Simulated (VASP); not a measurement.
# Ti3SiN3 in VASP: a series of runs, part 2 of 3

VASP 6.6.1. Earlier steps stand in the parts before.

**4. Single point, PBE**

Contents of INCAR:

```
PREC     = Accurate       # precision mode
ENCUT    = 520            # plane-wave cutoff, eV
EDIFF    = 1E-7           # SCF threshold, eV
ISMEAR   = 0              # smearing method
SIGMA    = 0.1            # smearing width, eV
LREAL    = F              # projectors in reciprocal space
LASPH    = T              # aspherical terms in the spheres
NELM     = 60             # most SCF steps
ALGO     = Normal         # electronic algorithm
ISIF     = 2              # what is computed and relaxed
LWAVE    = F              # write WAVECAR
LCHARG   = T              # write CHGCAR
LDIPOL   = T            
IDIPOL   = 3            
DIPOL    = 0.5 0.5 0.362
GGA      = PE             # functional
LELF     = T              # ELF
LVHAR    = T            
LVACPOTAV= T            
NBANDS   = 36             # bands
```

Contents of KPOINTS:

```
regular mesh
0
Gamma
  9 9 1
```

Contents of POSCAR:

```
Ti3SiN3
1.0
    3.0028555065      0.0000000000      0.0000000000
   -1.5014277533      2.6005491525      0.0000000000
    0.0000000000      0.0000000000     21.5541471922
N Ti Si
3 3 1
Direct
    0.3333333333      0.6666666667      0.1855791354
    0.0000000000      0.0000000000      0.2993308525
    0.6666666667      0.3333333333      0.4147299352
    0.6666666667      0.3333333333      0.2424549940
    0.3333333333      0.6666666667      0.3575097830
    0.0000000000      0.0000000000      0.4664599858
    0.3333333333      0.6666666667      0.5674868629
```

Potentials or basis: VASP PAW PBE potentials, release 64 (N, Ti_sv, Si).

Started as:

```
$ cat potpaw_PBE.64/N/POTCAR potpaw_PBE.64/Ti_sv/POTCAR potpaw_PBE.64/Si/POTCAR > POTCAR
$ mpirun -np 1 vasp_std > vasp.out
```

OUTCAR:

```text
PREC = Accurate
   ENCUT = 520
   EDIFF = 1E-7
   ISMEAR = 0
   LREAL = F
   LASPH = T
   NELM = 60
   ISIF = 2
   GGA = PE

 ion  position               nearest neighbor table
   1  0.333  0.667  0.186-   4 2.12   4 2.12   4 2.12
   2  0.000  0.000  0.299-   4 2.12   4 2.12   4 2.12   5 2.14   5 2.14   5 2.14
   3  0.667  0.333  0.415-   6 2.06   6 2.06   6 2.06   5 2.13   5 2.13   5 2.13
   4  0.667  0.333  0.242-   2 2.12   2 2.12   2 2.12   1 2.12   1 2.12   1 2.12
   5  0.333  0.667  0.358-   3 2.13   3 2.13   3 2.13   2 2.14   2 2.14   2 2.14   6 2.92   6 2.92
                             6 2.92
   6  0.000  0.000  0.466-   3 2.06   3 2.06   3 2.06   7 2.78   7 2.78   7 2.78   5 2.92   5 2.92
[... 671 lines left out ...]
  in kB      -25.9708894    -25.9708894    -29.1915395      0.0000000      0.0000000      0.0000000
  external PRESSURE =     -27.0444394 kB  Pullay stress =       0.0000000 kB

 VOLUME and BASIS-vectors are now :
 -----------------------------------------------------------------------------
  energy-cutoff  :      520.00
  volume of cell :      168.32
      direct lattice vectors                 reciprocal lattice vectors
     3.002855506  0.000000000  0.000000000     0.333016357  0.192267083  0.000000000
    -1.501427753  2.600549153  0.000000000     0.000000000  0.384534166  0.000000000
     0.000000000  0.000000000 21.554147192     0.000000000  0.000000000  0.046394784

 POSITION                                       TOTAL-FORCE (eV/Angst)
 -----------------------------------------------------------------------------------
     -0.00000      1.73370      4.00000         0.000000     -0.000000      4.268745
      0.00000      0.00000      6.45182         0.000000     -0.000000      1.347375
      1.50143      0.86685      8.93915         0.000000     -0.000000     -0.223612
      1.50143      0.86685      5.22591         0.000000      0.000000     -5.543820
     -0.00000      1.73370      7.70582        -0.000000      0.000000     -0.282752
      0.00000      0.00000     10.05415         0.000000     -0.000000      0.435342
     -0.00000      1.73370     12.23170         0.000000     -0.000000     -0.001278
 -----------------------------------------------------------------------------------
    total drift:                               -0.000000     -0.000000     -0.000243

  FREE ENERGIE OF THE ION-ELECTRON SYSTEM (eV)
  ---------------------------------------------------
  free  energy   TOTEN  =       -60.2123552840 eV

  energy  without entropy=      -60.1958017846  energy(sigma->0) =      -60.20407853

 vacuum level on the upper side and lower side of the slab         5.998         8.734
```

OSZICAR:

```text
N       E                     dE             d eps       ncg     rms          rms(c)
DAV:   1     0.712116099705E+03    0.71212E+03   -0.28007E+04   928   0.154E+03
DAV:   2     0.448081190669E+02   -0.66731E+03   -0.64932E+03   936   0.483E+02
DAV:   3    -0.646813361149E+02   -0.10949E+03   -0.10789E+03  1408   0.172E+02
DAV:   4    -0.756472167599E+02   -0.10966E+02   -0.10937E+02  1400   0.483E+01
[... 25 lines left out ...]
DAV:  30    -0.602123542628E+02   -0.60673E-06   -0.49971E-07   880   0.314E-03    0.102E-03
DAV:  31    -0.602123548496E+02   -0.58676E-06   -0.69579E-08   608   0.128E-03    0.998E-04
DAV:  32    -0.602123549649E+02   -0.11533E-06   -0.36364E-08   552   0.843E-04    0.730E-04
DAV:  33    -0.602123552136E+02   -0.24871E-06   -0.27939E-08   584   0.646E-04    0.617E-04
DAV:  34    -0.602123552840E+02   -0.70339E-07   -0.12453E-08   512   0.520E-04
   1 F= -.60212355E+02 E0= -.60204079E+02  d E =-.165535E-01
```

stdout:

```text
POSCAR found type information on POSCAR N TiSi
 POSCAR found :  3 types and       7 ions
 scaLAPACK will be used
 LDA part: xc-table for (Slater+PW92), standard interpolation
 POSCAR, INCAR and KPOINTS ok, starting setup
 FFT: planning ... GRIDC
 FFT: planning ... GRID_SOFT
 FFT: planning ... GRID
 WAVECAR not read
 entering main loop
 -----------------------------------------------------------------------------
|                                                                             |
|           W    W    AA    RRRRR   N    N  II  N    N   GGGG   !!!           |
|           W    W   A  A   R    R  NN   N  II  NN   N  G    G  !!!           |
|           W    W  A    A  R    R  N N  N  II  N N  N  G       !!!           |
|           W WW W  AAAAAA  RRRRR   N  N N  II  N  N N  G  GGG   !            |
|           WW  WW  A    A  R   R   N   NN  II  N   NN  G    G                |
|           W    W  A    A  R    R  N    N  II  N    N   GGGG   !!!           |
|                                                                             |
|     Did not find any points to average over, which means that no vacuum     |
|     field-free region was found. Please increase the size of  your cell     |
|     in the dimension of the dipole correction to obtain accurate            |
|     workfunction values.                                                    |
|                                                                             |
 -----------------------------------------------------------------------------
```

Run time: 78 s. Hardware: 1 thread of Intel Xeon 6975P-C (Granite Rapids), shared host; peak memory 0.31 GiB.

What came out:

```
Free energy            : -60.2124 eV
Largest force          : 5.544 eV/Å
Band gap on the k mesh : zero (an odd number of electrons rules out a gap without spin polarisation)
```

Forces on the atoms (eV/Å):
```
N    0.000  0.000  4.269
N    0.000  0.000  1.347
N    0.000  0.000 -0.224
Ti   0.000  0.000 -5.544
Ti   0.000  0.000 -0.283
Ti   0.000  0.000  0.435
Si   0.000  0.000 -0.001
```

**5. Single point, PBE**

INCAR, as its differences from that of step 4:

```diff
@@ -11,3 +11,3 @@
 LWAVE    = F              # write WAVECAR
-LCHARG   = T              # write CHGCAR
+LCHARG   = F              # write CHGCAR
 LDIPOL   = T            
@@ -16,5 +16,2 @@
 GGA      = PE             # functional
-LELF     = T              # ELF
-LVHAR    = T            
-LVACPOTAV= T            
 NBANDS   = 36             # bands
```

KPOINTS is that of step 4.

POSCAR, as its differences from that of step 4:

```diff
@@ -14,2 +14,2 @@
     0.0000000000      0.0000000000      0.4664599858
-    0.3333333333      0.6666666667      0.5674868629
+    0.6666666667      0.3333333333      0.5706613321
```

Potentials or basis: VASP PAW PBE potentials, release 64 (N, Ti_sv, Si).

Started as:

```
$ cat potpaw_PBE.64/N/POTCAR potpaw_PBE.64/Ti_sv/POTCAR potpaw_PBE.64/Si/POTCAR > POTCAR
$ mpirun -np 1 vasp_std > vasp.out
```

OUTCAR:

```text
PREC = Accurate
   ENCUT = 520
   EDIFF = 1E-7
   ISMEAR = 0
   LREAL = F
   LASPH = T
   NELM = 60
   ISIF = 2
   GGA = PE

 ion  position               nearest neighbor table
   1  0.333  0.667  0.186-   4 2.12   4 2.12   4 2.12
   2  0.000  0.000  0.299-   4 2.12   4 2.12   4 2.12   5 2.14   5 2.14   5 2.14
   3  0.667  0.333  0.415-   6 2.06   6 2.06   6 2.06   5 2.13   5 2.13   5 2.13
   4  0.667  0.333  0.242-   2 2.12   2 2.12   2 2.12   1 2.12   1 2.12   1 2.12
   5  0.333  0.667  0.358-   3 2.13   3 2.13   3 2.13   2 2.14   2 2.14   2 2.14   6 2.92   6 2.92
                             6 2.92
   6  0.000  0.000  0.466-   3 2.06   3 2.06   3 2.06   7 2.84   7 2.84   7 2.84   5 2.92   5 2.92
                             5 2.92
   7  0.667  0.333  0.571-   6 2.84   6 2.84   6 2.84

  LATTYP: Found a hexagonal cell.
 ALAT       =     3.0028555065
 C/A-ratio  =     7.1778835663

  Lattice vectors:

 A1 = (   3.0028555065,   0.0000000000,   0.0000000000)
 A2 = (  -1.5014277533,   2.6005491525,   0.0000000000)
 A3 = (   0.0000000000,   0.0000000000,  21.5541471922)

[... 185 lines left out ...]
      1     -57.1234      2.00000
      2     -56.5747      2.00000
      3     -56.0375      2.00000
      4     -33.5528      2.00000
      5     -33.1748      2.00000
      6     -33.1748      2.00000
[... 457 lines left out ...]
     35       3.3954      0.00000
     36       3.7348      0.00000

------------------------ aborting loop because EDIFF is reached ----------------------------------------

 vacuum level on the upper side and lower side of the slab       (xc-potential included)        -1.497         1.231

  FORCE on cell =-STRESS in cart. coord.  units (eV):
  Direction    XX          YY          ZZ          XY          YZ          ZX
  --------------------------------------------------------------------------------------
  -------------------------------------------------------------------------------------
  Total       -3.3479060     -3.3479060     -2.7864178      0.0000000      0.0000000     -0.0000000
  in kB      -31.8679034    -31.8679034    -26.5232338      0.0000000      0.0000000     -0.0000000
  external PRESSURE =     -30.0863469 kB  Pullay stress =       0.0000000 kB

 VOLUME and BASIS-vectors are now :
 -----------------------------------------------------------------------------
  energy-cutoff  :      520.00
  volume of cell :      168.32
      direct lattice vectors                 reciprocal lattice vectors
     3.002855506  0.000000000  0.000000000     0.333016357  0.192267083  0.000000000
    -1.501427753  2.600549153  0.000000000     0.000000000  0.384534166  0.000000000
     0.000000000  0.000000000 21.554147192     0.000000000  0.000000000  0.046394784

 POSITION                                       TOTAL-FORCE (eV/Angst)
 -----------------------------------------------------------------------------------
     -0.00000      1.73370      4.00000         0.000000     -0.000000      4.240091
      0.00000      0.00000      6.45182         0.000000     -0.000000      1.329308
      1.50143      0.86685      8.93915         0.000000     -0.000000     -0.472568
      1.50143      0.86685      5.22591        -0.000000      0.000000     -5.508117
     -0.00000      1.73370      7.70582        -0.000000      0.000000     -0.255790
      0.00000      0.00000     10.05415         0.000000      0.000000      0.668043
      1.50143      0.86685     12.30012        -0.000000     -0.000000     -0.000967
 -----------------------------------------------------------------------------------
    total drift:                               -0.000000     -0.000000     -0.000054

  FREE ENERGIE OF THE ION-ELECTRON SYSTEM (eV)
  ---------------------------------------------------
  free  energy   TOTEN  =       -60.0262663689 eV

  energy  without entropy=      -59.9973044847  energy(sigma->0) =      -60.01178543

 vacuum level on the upper side and lower side of the slab         5.859         8.659
```

stdout:

```text
POSCAR found type information on POSCAR N TiSi
 POSCAR found :  3 types and       7 ions
 scaLAPACK will be used
 LDA part: xc-table for (Slater+PW92), standard interpolation
 POSCAR, INCAR and KPOINTS ok, starting setup
 FFT: planning ... GRIDC
 FFT: planning ... GRID_SOFT
 FFT: planning ... GRID
 WAVECAR not read
 entering main loop
```

Wall time 79 s (1 thread of Intel Xeon 6975P-C (Granite Rapids), shared host); peak memory 0.32 GiB.

What came out:

| Item | Value |
| --- | --- |
| Free energy | -60.0263 eV |
| Largest force | 5.508 eV/Å |
| Band gap on the k mesh | zero (an odd number of electrons rules out a gap without spin polarisation) |

Forces on the atoms (eV/Å):
```
N    0.000  0.000  4.240
N    0.000  0.000  1.329
N    0.000  0.000 -0.473
Ti   0.000  0.000 -5.508
Ti   0.000  0.000 -0.256
Ti   0.000  0.000  0.668
Si   0.000  0.000 -0.001
```

Levels at points of the mesh, in eV from the Fermi level:
```csv
k point,band 24,band 25,band 26,band 27,band 28,band 29,band 30,band 31,band 32,band 33
"(0.00, 0.00, 0.00)",-1.05,-0.30,-0.30,0.25,0.25,0.44,1.43,1.43,1.76,1.97
```

**6. Relaxation of the atoms, PBE**

Contents of INCAR:

```
  PREC = Accurate
  ENCUT = 520
  EDIFF = 1E-7
  ISMEAR = 0
  SIGMA = 0.1
  LREAL = F
  LASPH = T
  NELM = 120
  ALGO = Normal
  ISIF = 2
  LWAVE = F
  LCHARG = F
  LDIPOL = T
  IDIPOL = 3
  DIPOL = 0.5 0.5 0.360
  GGA = PE
  IBRION = 2
  NSW = 36
  EDIFFG = -0.025
  GGA_COMPAT = F
  NELMIN = 4
  NELMDL = -8
```

Contents of KPOINTS:

```
Automatic mesh
0
Gamma
  9 9 1
```

Contents of POSCAR:

```
Ti3SiN3
1.0
    3.0028555065      0.0000000000      0.0000000000
   -1.5014277533      2.6005491526      0.0000000000
    0.0000000000      0.0000000000     21.5541471922
N Ti Si
3 3 1
Selective dynamics
Direct
    0.3333333333      0.6666666667      0.1855791354  F F F
    0.0000000000      0.0000000000      0.2993308525  F F F
    0.6666666667      0.3333333333      0.4147299352  F F F
    0.6666666667      0.3333333333      0.2424549940  F F F
    0.3333333333      0.6666666667      0.3575097830  F F F
    0.0000000000      0.0000000000      0.4664599858  F F F
    0.3333333333      0.6666666667      0.5552385043  F F T
```

Potentials or basis: VASP PAW PBE potentials, release 64 (N, Ti_sv, Si).

Started as:

```
$ cat potpaw_PBE.64/N/POTCAR potpaw_PBE.64/Ti_sv/POTCAR potpaw_PBE.64/Si/POTCAR > POTCAR
$ mpirun -np 1 vasp_std > vasp.out
```

Run time: 5.9 min. Hardware: 1 thread of Intel Xeon Platinum 8375C at 2.90GHz (Ice Lake), shared host; peak memory 0.33 GiB.

It converged, with:

```yaml
Free_energy: -60.2123 eV
Energy_gained_by_relaxing: 28.5 meV/atom
Ionic_steps: 4
Band_gap_on_the_k_mesh: zero (an odd number of electrons rules out a gap without spin polarisation)
```

The path:
```tsv
step	energy change (eV)	largest force on free atoms (eV/Å)	pressure (GPa)
1	0.0000	1.6425	-0.86
2	-0.1068	1.0670	-1.51
3	-0.1994	0.0264	-2.73
4	-0.1995	0.0009	-2.71
```

Final structure:
```
N Ti Si
1.0
     3.00286    0.00000    0.00000
    -1.50143    2.60055    0.00000
     0.00000    0.00000   21.55415
N Ti Si
3 3 1
Direct
  0.33333 0.66667 0.18558
  0.00000 0.00000 0.29933
  0.66667 0.33333 0.41473
  0.66667 0.33333 0.24246
  0.33333 0.66667 0.35751
  0.00000 0.00000 0.46646
  0.33333 0.66667 0.56748
```

Levels at points of the mesh, in eV from the Fermi level:
| k point | band 24 | band 25 | band 26 | band 27 | band 28 | band 29 | band 30 | band 31 |
| --- | --- | --- | --- | --- | --- | --- | --- | --- |
| (0.00, 0.00, 0.00) | -1.05 | -0.30 | -0.30 | 0.26 | 0.26 | 0.43 | 1.49 | 1.49 |

[end of part 2 of 3]
